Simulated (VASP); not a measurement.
Ag:

```
CELL_PARAMETERS angstrom
0.00000 2.06750 2.06750
2.06750 0.00000 2.06750
2.06750 2.06750 0.00000
ATOMIC_POSITIONS crystal
Ag 0.00000 0.00000 0.00000
```

* Program: VASP 6.6.1
* Task: relaxation of cell and atoms
* Functional: LDA
* Potentials or basis: VASP PAW LDA potentials, release 64 (Ag)
* Cutoff: 600 eV
* k mesh: 8 × 8 × 8
* Occupations: gaussian, width 0.1 eV
* Spin: no spin polarisation

At the start: pressure -9.7 GPa; volume 17.68 Å³/atom.

Task: How do energy, volume and symmetry change on relaxing?

Result: Over 3 steps the energy falls by 52.3 meV/atom and the volume is 16.13 Å³/atom (-8.7 %); space group Fm-3m (No. 225, to 0.1 Å) before and after.

The path:
| step | energy change (eV) | largest force (eV/Å) | pressure (GPa) | volume (Å³) |
| --- | --- | --- | --- | --- |
| 1 | 0.0000 | 0.0000 | -9.73 | 17.68 |
| 2 | -0.0181 | 0.0000 | 11.20 | 15.07 |
| 3 | -0.0523 | 0.0000 | -0.11 | 16.13 |

Final structure:
```
Ag
1.0
     0.00000    2.00559    2.00559
     2.00559    0.00000    2.00559
     2.00559    2.00559    0.00000
Ag
1
Direct
  0.00000 0.00000 0.00000
```
